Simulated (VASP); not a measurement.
# WS2 (R3m) in VASP: single point with PBE

Aim: the single point of WS2 with PBE.

Program: VASP 6.6.1. These are calculated values, not measurements. Logs are shortened: lines on timing, memory, paths and dates and some standing lists are left out, and cuts for length are marked.

### 1 The cell of the first run

It takes space group R3m (No. 160, trigonal). Conventional cell: a = 3.172 Å, b = 3.172 Å, c = 18.712 Å, α = 90.00°, β = 90.00°, γ = 120.00°. Within 3.2 Å of W (site symmetry 3m) lie 6 S at 2.41 Å and 6 W at 3.17 Å. S (site symmetry 3m) has 3 W at 2.41 Å and 7 S at 3.12 to 3.17 Å within 3.2 Å. S (site symmetry 3m) has 3 W at 2.41 Å and 7 S at 3.12 to 3.17 Å within 3.2 Å.

### 2 Single point, PBE

INCAR reads:

```
SYSTEM = WS2
ALGO = Normal ; EDIFF = 1E-6
ENCUT = 520 ; GGA = PE
ISIF = 2 ; ISMEAR = 0
LASPH = .TRUE. ; LCHARG = .FALSE.
LREAL = .FALSE. ; LWAVE = .FALSE.
NBANDS = 20 ; NELM = 60
PREC = Accurate ; SIGMA = 0.01
```

KPOINTS reads:

```
k-points
0
G
  6 6 6
  0 0 0
```

POSCAR reads:

```
WS2
1.0
    1.5858866948      0.9156121101      6.2374697496
   -1.5858866948      0.9156121101      6.2374697496
    0.0000000000     -1.8312242203      6.2374697496
W S
1 2
Direct
   -0.0000115685     -0.0000115685     -0.0000115685
    0.4167981689      0.4167981689      0.4167981689
    0.2498800663      0.2498800663      0.2498800663
```

Potentials or basis: VASP PAW PBE potentials, release 64 (W_sv, S).

Started as:

```console
cat potpaw_PBE.64/W_sv/POTCAR potpaw_PBE.64/S/POTCAR > POTCAR
mpirun -np 1 vasp_std > vasp.out
```

OUTCAR:

```text
SYSTEM = WS2
   EDIFF = 1E-6
   ENCUT = 520
   GGA = PE
   ISIF = 2
   ISMEAR = 0
   LASPH = .TRUE.
   LREAL = .FALSE.
   NELM = 60
   PREC = Accurate

 ion  position               nearest neighbor table
   1  1.000  1.000  1.000-   3 2.41   3 2.41   3 2.41   2 2.41   2 2.41   2 2.41
   2  0.417  0.417  0.417-   1 2.41   1 2.41   1 2.41
   3  0.250  0.250  0.250-   1 2.41   1 2.41   1 2.41

  LATTYP: Found a trigonal (rhomboedric) cell.
 ALAT       =     6.5007238845
 COS(alpha) =     0.8809715257

  Lattice vectors:

 A1 = (   1.5858866948,   0.9156121101,   6.2374697496)
 A2 = (  -1.5858866948,   0.9156121101,   6.2374697496)
 A3 = (   0.0000000000,  -1.8312242203,   6.2374697496)

Analysis of symmetry for initial positions (statically):
=====================================================================
 Subroutine PRICEL returns:
 Original cell was already a primitive cell.

 Routine SETGRP: Setting up the symmetry group for a
 trigonal (rhombohedral) supercell.

 Subroutine GETGRP returns: Found  6 space group operations
 (whereof  6 operations were pure point group operations)
 out of a pool of 12 trial point group operations.

The static configuration has the point symmetry C_3v.

Analysis of symmetry for dynamics (positions and initial velocities):
=====================================================================
 Subroutine PRICEL returns:
 Original cell was already a primitive cell.

 Routine SETGRP: Setting up the symmetry group for a
 trigonal (rhombohedral) supercell.

 Subroutine GETGRP returns: Found  6 space group operations
 (whereof  6 operations were pure point group operations)
 out of a pool of 12 trial point group operations.

The dynamic configuration has the point symmetry C_3v.

 Subroutine INISYM returns: Found  6 space group operations
 (whereof  6 operations are pure point group operations),
 and found     1 'primitive' translations

----------------------------------------------------------------------------------------

                                     Primitive cell

  volume of cell :      54.3430

  direct lattice vectors                    reciprocal lattice vectors
     1.585886695  0.915612110  6.237469750     0.315281036  0.182027591  0.053440473
    -1.585886695  0.915612110  6.237469750    -0.315281036  0.182027591  0.053440473
     0.000000000 -1.831224220  6.237469750     0.000000000 -0.364055182  0.053440473

  length of vectors
     6.500723884  6.500723884  6.500723884     0.367956600  0.367956600  0.367956600

  position of ions in fractional coordinates (direct lattice)
     0.999988432  0.999988432  0.999988432
     0.416798169  0.416798169  0.416798169
     0.249880066  0.249880066  0.249880066

  ion indices of the primitive-cell ions
   primitive index   ion index
                 1           1
                 2           2
                 3           3

----------------------------------------------------------------------------------------

 KPOINTS: k-points

Automatic generation of k-mesh.
 Grid dimensions read from file:
 generate k-points for:    6    6    6

 Generating k-lattice:

  Cartesian coordinates                     Fractional coordinates (reciprocal lattice)
     0.052546839  0.030337932  0.008906745     0.166666667  0.000000000  0.000000000
    -0.052546839  0.030337932  0.008906745     0.000000000  0.166666667  0.000000000
     0.000000000 -0.060675864  0.008906745     0.000000000  0.000000000  0.166666667

  Length of vectors
     0.061326100  0.061326100  0.061326100

  Shift w.r.t. Gamma in fractional coordinates (k-lattice)
     0.000000000  0.000000000  0.000000000

 Subroutine IBZKPT returns following result:
 ===========================================

 Found     32 irreducible k-points:

 Following reciprocal coordinates:
            Coordinates               Weight
  0.000000  0.000000  0.000000      1.000000
  0.166667 -0.000000 -0.000000      6.000000
  0.333333 -0.000000 -0.000000      6.000000
  0.500000 -0.000000 -0.000000      3.000000
  0.166667  0.166667 -0.000000      6.000000
  0.333333  0.166667 -0.000000     12.000000
[... 16 lines left out ...]
  0.500000  0.500000  0.166667      6.000000
 -0.333333  0.500000  0.166667     12.000000
 [... further k-points ...]
   k-points           NKPTS =     32   k-points in BZ     NKDIM =     32   number of bands    NBANDS=     20
   number of dos      NEDOS =    301   number of ions     NIONS =      3
   total plane-waves  NPLWV = 110592
   dimension x,y,z NGX =    48 NGY =   48 NGZ =   48
   dimension x,y,z NGXF=    96 NGYF=   96 NGZF=   96
   ions per type =               1   2
   NGX,Y,Z   is equivalent  to a cutoff of  12.28, 12.28, 12.28 a.u.
   NGXF,Y,Z  is equivalent  to a cutoff of  24.55, 24.55, 24.55 a.u.
 SYSTEM =  WS2
   PREC   = accura    normal or accurate (medium, high low for compatibility)
   ISTART =      0    job   : 0-new  1-cont  2-samecut
   ICHARG =      2    charge: 1-file 2-atom 10-const
   ISPIN  =      1    spin polarized calculation?
   LNONCOLLINEAR =      F non collinear calculations
   LSORBIT =      F    spin-orbit coupling
   LASPH  =      T    aspherical Exc in radial PAW
   ENCUT  =  520.0 eV  38.22 Ry    6.18 a.u.  12.09 12.09 12.09*2*pi/ulx,y,z
   NELM   =     60;   NELMIN=  2; NELMDL= -5     # of ELM steps
   EDIFF  = 0.1E-05   stopping-criterion for ELM
   LREAL  =      F    real-space projection
   EDIFFG = 0.1E-04   stopping-criterion for IOM
   NSW    =      0    number of steps for IOM
   IBRION =     -1    ionic relax: 0-MD 1-quasi-New 2-CG
   NFREE  =      0    steps in history (QN), initial steepest desc. (CG)
   ISIF   =      2    stress and relaxation
   ISYM   =      2    0-nonsym 1-usesym 2-fastsym
   POTIM  = 0.5000    time-step for ionic-motion
   TEBEG  =    0.0;   TEEND  =   0.0 temperature during run
   PSTRESS=    0.0 pullay stress
   NELECT =      26.0000    total number of electrons
   NUPDOWN=      -1.0000    fix difference up-down
   EMIN   =  10.00;   EMAX   =-10.00  energy-range for DOS
   EFERMI =   0.00;   METHOD = LEGACY
   ISMEAR =     0;   SIGMA  =   0.01  broadening in eV -4-tet -1-fermi 0-gaus
   EFERMI_NEDOS =   21; number of points for ismear=-14 and -15
   IALGO  =     38    algorithm
   IMIX   =      4    mixing-type and parameters
     AMIX     =   0.40;   BMIX     =  1.00
     AMIX_MAG =   1.60;   BMIX_MAG =  1.00
  volume/ion in A,a.u.               =      18.11       122.24
  Fermi-wavevector in a.u.,A,eV,Ry     =   1.280417  2.419638 22.306318  1.639468
  Thomas-Fermi vector in A             =   2.412846
   LORBIT       =      0    0 simple, 1 ext, 2 COOP (PROOUT), +10 PAW based schemes
   GGA     = PE    functional components
   LHFCALC =     F    Hartree Fock is set to
   AEXX    =    0.0000 exact exchange contribution
   IVDW    =     0    specifies the selected vdW correction
   LEPSILON=     F    determine dielectric tensor
   LRPA    =     F    only Hartree local field effects (RPA)
 non-spin polarized calculation
 Gauss-broadening in eV      SIGMA  =   0.01
  energy-cutoff  :      520.00
  volume of cell :       54.34
 maximum number of plane-waves:      1476
   NGX = 25   NGY = 25   NGZ = 25

 number of electron      26.0000002 magnetization

 Free energy of the ion-electron system (eV)
  ---------------------------------------------------
  ext. energy  EPLUGINS =         0.00000000
  ---------------------------------------------------
  free energy    TOTEN  =       -23.63066874 eV

  energy without entropy =      -23.63066874  energy(sigma->0) =      -23.63066874

 E-fermi :   7.5166     XC(G=0): -10.8100

 val. band max:        7.2204032239   @ k =   0.5000   0.5000   0.5000
 cond. band min:       8.3141949874   @ k =  -0.1667   0.1667   0.0000
 fundamental gap:      1.0937917635
 Fermi energy:         7.5165816525

 k-point     1 :       0.0000    0.0000    0.0000
  band No.  band energies     occupation
      1     -67.4125      2.00000
      2     -31.6643      2.00000
      3     -31.5008      2.00000
      4     -31.5008      2.00000
      5      -8.3491      2.00000
      6      -6.4099      2.00000
[... 12 lines left out ...]
     19      15.0749      0.00000
     20      15.5334      0.00000

 k-point     2 :       0.1667   -0.0000   -0.0000
  band No.  band energies     occupation
      1     -67.4081      2.00000
      2     -31.6483      2.00000
      3     -31.5889      2.00000
      4     -31.5213      2.00000
      5      -7.8965      2.00000
      6      -6.2778      2.00000
[... 12 lines left out ...]
     19      15.6143      0.00000
     20      16.2804      0.00000

 k-point     3 :       0.3333   -0.0000   -0.0000
  band No.  band energies     occupation
      1     -67.3994      2.00000
      2     -31.7611      2.00000
      3     -31.6163      2.00000
      4     -31.5621      2.00000
      5      -6.8251      2.00000
      6      -5.9729      2.00000
[... 12 lines left out ...]
     19      14.5759      0.00000
     20      15.0096      0.00000

 k-point     4 :       0.5000   -0.0000   -0.0000
  band No.  band energies     occupation
      1     -67.3949      2.00000
      2     -31.8453      2.00000
      3     -31.6002      2.00000
      4     -31.5823      2.00000
      5      -6.1359      2.00000
      6      -5.7973      2.00000
[... 12 lines left out ...]
     19      13.8498      0.00000
     20      14.5076      0.00000

 k-point     5 :       0.1667    0.1667   -0.0000
  band No.  band energies     occupation
      1     -67.4081      2.00000
      2     -31.6483      2.00000
      3     -31.5889      2.00000
      4     -31.5213      2.00000
      5      -7.8823      2.00000
      6      -6.3048      2.00000
[... 12 lines left out ...]
     19      15.6341      0.00000
     20      16.1503      0.00000

 k-point     6 :       0.3333    0.1667   -0.0000
  band No.  band energies     occupation
      1     -67.4015      2.00000
      2     -31.7023      2.00000
      3     -31.6243      2.00000
      4     -31.5685      2.00000
      5      -7.0996      2.00000
      6      -6.0881      2.00000
[... 12 lines left out ...]
     19      15.4270      0.00000
     20      16.0028      0.00000

 k-point     7 :       0.5000    0.1667   -0.0000
  band No.  band energies     occupation
      1     -67.3949      2.00000
      2     -31.8024      2.00000
      3     -31.6269      2.00000
      4     -31.6002      2.00000
      5      -6.1466      2.00000
      6      -5.7937      2.00000
[... 12 lines left out ...]
     19      15.1070      0.00000
     20      15.6351      0.00000
[... 277 lines left out ...]
 k-point    20 :       0.5000    0.3333    0.1667
  band No.  band energies     occupation
      1     -67.4016      2.00000
      2     -31.7023      2.00000
      3     -31.6243      2.00000
      4     -31.5685      2.00000
      5      -7.0153      2.00000
      6      -6.2081      2.00000
[... 12 lines left out ...]
     19      15.5877      0.00000
     20      16.2909      0.00000

 k-point    21 :      -0.3333    0.3333    0.1667
  band No.  band energies     occupation
      1     -67.3950      2.00000
      2     -31.8024      2.00000
      3     -31.6269      2.00000
      4     -31.6002      2.00000
      5      -6.0983      2.00000
      6      -5.8488      2.00000
[... 12 lines left out ...]
     19      15.3654      0.00000
     20      15.5576      0.00000

 k-point    22 :      -0.1667    0.3333    0.1667
  band No.  band energies     occupation
      1     -67.3949      2.00000
      2     -31.8024      2.00000
      3     -31.6269      2.00000
      4     -31.6002      2.00000
      5      -6.1558      2.00000
      6      -5.7859      2.00000
[... 12 lines left out ...]
     19      14.9870      0.00000
     20      15.6132      0.00000

 k-point    23 :       0.5000    0.5000    0.1667
  band No.  band energies     occupation
      1     -67.3993      2.00000
      2     -31.7611      2.00000
      3     -31.6163      2.00000
      4     -31.5621      2.00000
      5      -6.6997      2.00000
      6      -6.1397      2.00000
[... 12 lines left out ...]
     19      14.5259      0.00000
     20      15.9701      0.00000

 k-point    24 :      -0.3333    0.5000    0.1667
  band No.  band energies     occupation
      1     -67.3949      2.00000
      2     -31.8024      2.00000
      3     -31.6269      2.00000
      4     -31.6002      2.00000
      5      -6.0723      2.00000
      6      -5.8789      2.00000
[... 12 lines left out ...]
     19      14.8898      0.00000
     20      15.5617      0.00000

 [... further k-points ...]

------------------------ aborting loop because EDIFF is reached ----------------------------------------

  FORCE on cell =-STRESS in cart. coord.  units (eV):
  Direction    XX          YY          ZZ          XY          YZ          ZX
  --------------------------------------------------------------------------------------
  -------------------------------------------------------------------------------------
  Total        0.9416431      0.9416431      1.4093093      0.0000000     -0.0000000     -0.0000000
  in kB       27.7621769     27.7621769     41.5502388      0.0000000     -0.0000000     -0.0000000
  external PRESSURE =      32.3581976 kB  Pullay stress =       0.0000000 kB

 VOLUME and BASIS-vectors are now :
 -----------------------------------------------------------------------------
  energy-cutoff  :      520.00
  volume of cell :       54.34
      direct lattice vectors                 reciprocal lattice vectors
     1.585886695  0.915612110  6.237469750     0.315281036  0.182027591  0.053440473
    -1.585886695  0.915612110  6.237469750    -0.315281036  0.182027591  0.053440473
     0.000000000 -1.831224220  6.237469750     0.000000000 -0.364055182  0.053440473

 POSITION                                       TOTAL-FORCE (eV/Angst)
 -----------------------------------------------------------------------------------
      0.00000     -0.00000     18.71219         0.000000     -0.000000      0.001247
      0.00000     -0.00000      7.79930         0.000000     -0.000000      0.201051
      0.00000     -0.00000      4.67586         0.000000      0.000000     -0.202298
 -----------------------------------------------------------------------------------
    total drift:                                0.000000     -0.000000     -0.000011

  FREE ENERGIE OF THE ION-ELECTRON SYSTEM (eV)
  ---------------------------------------------------
  free  energy   TOTEN  =       -23.6306687448 eV

  energy  without entropy=      -23.6306687448  energy(sigma->0) =      -23.63066874
```

Wall time 72 s (1 thread of Intel Xeon Platinum 8375C at 2.90GHz (Ice Lake), shared host); peak memory 0.31 GiB.

What came out:

```yaml
Free_energy: -23.6307 eV
Pressure: 3.2 GPa
Largest_force: 0.202 eV/Å
Band_gap_on_the_k_mesh: 1.09 eV, indirect (least direct gap 1.84 eV)
```

Forces in eV/Å, atoms in the order of the input:
```
W    0.000  0.000  0.001
S    0.000  0.000  0.201
S    0.000  0.000 -0.202
```

Levels at points of the mesh, in eV from the valence-band top:
```
           k point  band 11  band 12  band 13  band 14  band 15  band 16
(0.00, 0.00, 0.00)    -2.30    -1.59    -1.13     2.22     2.22     2.50
(0.50, 0.00, 0.00)    -2.56    -1.85    -1.67     2.28     2.61     3.63
(0.50, 0.50, 0.00)    -3.09    -2.01    -1.52     2.24     2.74     3.23
(0.50, 0.50, 0.50)    -2.27    -2.27     0.00     2.30     2.30     2.39
```

Caveat: spin-orbit coupling is left out, which moves the levels of the heavy elements. A k mesh can miss the band edges.
